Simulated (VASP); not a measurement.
# SiO2 (P4_2/mnm) in VASP: further runs, part 2 of 2

VASP 6.6.1.

## (3) Single point, PBE

This run uses another cell than the first one, of 7.51 Å³/atom, 1.011 times its volume.

INCAR

```
PREC     = Accurate       # precision mode
ENCUT    = 520            # plane-wave cutoff, eV
EDIFF    = 1E-7           # SCF threshold, eV
ISMEAR   = 0              # smearing method
SIGMA    = 0.05           # smearing width, eV
LREAL    = False          # projectors in reciprocal space
LASPH    = True           # aspherical terms in the spheres
NELM     = 80             # most SCF steps
ALGO     = Normal         # electronic algorithm
ISIF     = 2              # what is computed and relaxed
LWAVE    = False          # write WAVECAR
LCHARG   = False          # write CHGCAR
GGA      = PE             # functional
NBANDS   = 25             # bands
```

KPOINTS

```
regular mesh
0
Gamma
  6 6 8
```

POSCAR

```
SiO2
1.0
    4.3630000000      0.0000000000      0.0000000000
    0.0000000000      4.3630000000      0.0000000000
    0.0000000000      0.0000000000      2.3670000000
Si O
2 4
Direct
    0.5000000000      0.5000000000      0.5000000000
    0.0000000000      0.0000000000      0.0000000000
    0.6930127928      0.6930127928      0.0000000000
    0.1930127928      0.8069872072      0.5000000000
    0.3069872072      0.3069872072      0.0000000000
    0.8069872072      0.1930127928      0.5000000000
```

Potentials or basis: VASP PAW PBE potentials, release 64 (Si, O).

Run with:

```bash
$ cat potpaw_PBE.64/Si/POTCAR potpaw_PBE.64/O/POTCAR > POTCAR
$ mpirun -np 1 vasp_std > vasp.out
```

OUTCAR:

```text
PREC = Accurate
   ENCUT = 520
   EDIFF = 1E-7
   ISMEAR = 0
   LREAL = False
   LASPH = True
   NELM = 80
   ISIF = 2
   GGA = PE

 ion  position               nearest neighbor table
   1  0.500  0.500  0.500-   3 1.68   5 1.68   3 1.68   5 1.68   4 1.89   6 1.89
   2  0.000  0.000  0.000-   4 1.68   6 1.68   4 1.68   6 1.68   5 1.89   3 1.89
   3  0.693  0.693  0.000-   1 1.68   1 1.68   2 1.89
   4  0.193  0.807  0.500-   2 1.68   2 1.68   1 1.89
   5  0.307  0.307  0.000-   1 1.68   1 1.68   2 1.89
   6  0.807  0.193  0.500-   2 1.68   2 1.68   1 1.89

  LATTYP: Found a simple tetragonal cell.
 ALAT       =     4.3630000000
 C/A-ratio  =     0.5425166170

  Lattice vectors:

 A1 = (   4.3630000000,   0.0000000000,   0.0000000000)
 A2 = (   0.0000000000,   4.3630000000,   0.0000000000)
 A3 = (   0.0000000000,   0.0000000000,   2.3670000000)

Analysis of symmetry for initial positions (statically):
=====================================================================
 Subroutine PRICEL returns:
 Original cell was already a primitive cell.

 Routine SETGRP: Setting up the symmetry group for a
 simple tetragonal supercell.

 Subroutine GETGRP returns: Found 16 space group operations
 (whereof  8 operations were pure point group operations)
 out of a pool of 16 trial point group operations.

The static configuration has the point symmetry D_2h.
 The point group associated with its full space group is D_4h.

Analysis of symmetry for dynamics (positions and initial velocities):
=====================================================================
 Subroutine PRICEL returns:
 Original cell was already a primitive cell.

 Routine SETGRP: Setting up the symmetry group for a
 simple tetragonal supercell.

 Subroutine GETGRP returns: Found 16 space group operations
 (whereof  8 operations were pure point group operations)
[... 130 lines left out ...]
     AMIX     =   0.40;   BMIX     =  1.00
     AMIX_MAG =   1.60;   BMIX_MAG =  1.00
  volume/ion in A,a.u.               =       7.51        50.68
  Fermi-wavevector in a.u.,A,eV,Ry     =   1.460613  2.760159 29.026551  2.133391
  Thomas-Fermi vector in A             =   2.577042
   LORBIT       =      0    0 simple, 1 ext, 2 COOP (PROOUT), +10 PAW based schemes
   GGA     = PE    functional components
   LHFCALC =     F    Hartree Fock is set to
   AEXX    =    0.0000 exact exchange contribution
   IVDW    =     0    specifies the selected vdW correction
   LEPSILON=     F    determine dielectric tensor
   LRPA    =     F    only Hartree local field effects (RPA)
 non-spin polarized calculation
 Gauss-broadening in eV      SIGMA  =   0.05
  energy-cutoff  :      520.00
  volume of cell :       45.06
 maximum number of plane-waves:      1236
   NGX = 17   NGY = 17   NGZ =  9

 number of electron      31.9999999 magnetization

 Free energy of the ion-electron system (eV)
  ---------------------------------------------------
  ext. energy  EPLUGINS =         0.00000000
  ---------------------------------------------------
  free energy    TOTEN  =       -44.50474420 eV

  energy without entropy =      -44.50474420  energy(sigma->0) =      -44.50474420

 E-fermi :   8.4595     XC(G=0): -12.3667

 val. band max:        8.1539150798   @ k =   0.0000   0.0000   0.0000
 cond. band min:      14.4341116192   @ k =   0.0000   0.0000   0.0000
 fundamental gap:      6.2801965394
 Fermi energy:         8.4595291421

 k-point     1 :       0.0000    0.0000    0.0000
  band No.  band energies     occupation
      1     -14.6351      2.00000
      2     -11.3591      2.00000
      3     -11.2045      2.00000
      4     -11.2045      2.00000
      5      -2.6312      2.00000
      6       1.0968      2.00000
[... 661 lines left out ...]
     24      23.1632      0.00000
     25      23.6323      0.00000

 [... further k-points ...]

------------------------ aborting loop because EDIFF is reached ----------------------------------------

  FORCE on cell =-STRESS in cart. coord.  units (eV):
  Direction    XX          YY          ZZ          XY          YZ          ZX
  --------------------------------------------------------------------------------------
  -------------------------------------------------------------------------------------
  Total        1.1632295      1.1632295     30.9951179      0.0000000      0.0000000      0.0000000
  in kB       41.3625512     41.3625512   1102.1360084      0.0000000      0.0000000      0.0000000
  external PRESSURE =     394.9537036 kB  Pullay stress =       0.0000000 kB

 VOLUME and BASIS-vectors are now :
 -----------------------------------------------------------------------------
  energy-cutoff  :      520.00
  volume of cell :       45.06
      direct lattice vectors                 reciprocal lattice vectors
     4.363000000  0.000000000  0.000000000     0.229200092  0.000000000  0.000000000
     0.000000000  4.363000000  0.000000000     0.000000000  0.229200092  0.000000000
     0.000000000  0.000000000  2.367000000     0.000000000  0.000000000  0.422475708

 POSITION                                       TOTAL-FORCE (eV/Angst)
 -----------------------------------------------------------------------------------
      2.18150      2.18150      1.18350         0.000000      0.000000     -0.000000
      0.00000      0.00000      0.00000         0.000000      0.000000     -0.000000
      3.02361      3.02361      0.00000        -0.163482     -0.163482      0.000000
      0.84211      3.52089      1.18350        -0.163482      0.163482     -0.000000
      1.33939      1.33939      0.00000         0.163482      0.163482     -0.000000
      3.52089      0.84211      1.18350         0.163482     -0.163482     -0.000000
 -----------------------------------------------------------------------------------
    total drift:                                0.000000      0.000000     -0.000000

  FREE ENERGIE OF THE ION-ELECTRON SYSTEM (eV)
  ---------------------------------------------------
  free  energy   TOTEN  =       -44.5047441964 eV

  energy  without entropy=      -44.5047441964  energy(sigma->0) =      -44.50474420
```

OSZICAR:

```text
N       E                     dE             d eps       ncg     rms          rms(c)
DAV:   1     0.144441438489E+03    0.14444E+03   -0.17893E+04  2516   0.124E+03
DAV:   2    -0.423744747580E+02   -0.18682E+03   -0.18024E+03  3147   0.289E+02
DAV:   3    -0.493044036054E+02   -0.69299E+01   -0.69020E+01  3365   0.531E+01
DAV:   4    -0.493493107765E+02   -0.44907E-01   -0.44895E-01  2894   0.492E+00
DAV:   5    -0.493496490513E+02   -0.33827E-03   -0.33824E-03  3299   0.409E-01    0.194E+01
DAV:   6    -0.445079480293E+02    0.48417E+01   -0.12769E+01  3118   0.246E+01    0.927E+00
DAV:   7    -0.444964031976E+02    0.11545E-01   -0.79056E-01  3212   0.556E+00    0.322E+00
DAV:   8    -0.444999280516E+02   -0.35249E-02   -0.31700E-02  2960   0.158E+00    0.110E+00
DAV:   9    -0.445045473098E+02   -0.46193E-02   -0.11329E-02  3036   0.876E-01    0.270E-01
DAV:  10    -0.445047317176E+02   -0.18441E-03   -0.71120E-04  3297   0.201E-01    0.525E-02
DAV:  11    -0.445047407873E+02   -0.90697E-05   -0.75809E-05  3101   0.658E-02    0.245E-02
DAV:  12    -0.445047434818E+02   -0.26945E-05   -0.61132E-06  3230   0.189E-02    0.551E-03
DAV:  13    -0.445047441888E+02   -0.70692E-06   -0.10950E-06  3201   0.768E-03    0.451E-03
DAV:  14    -0.445047441964E+02   -0.76088E-08   -0.29502E-08  2299   0.137E-03
   1 F= -.44504744E+02 E0= -.44504744E+02  d E =-.583136E-20
```

Wall time 25 s (1 thread of Intel Xeon Platinum 8488C (Sapphire Rapids), shared host); peak memory 0.16 GiB.

What came out:

```
Free energy            : -44.5047 eV
Pressure               : 39.5 GPa
Largest force          : 0.231 eV/Å
Band gap on the k mesh : 6.28 eV, direct
```

Forces in eV/Å, atoms in the order of the input:
```
Si   0.000  0.000  0.000
Si   0.000  0.000  0.000
O   -0.163 -0.163  0.000
O   -0.163  0.163  0.000
O    0.163  0.163  0.000
O    0.163 -0.163  0.000
```
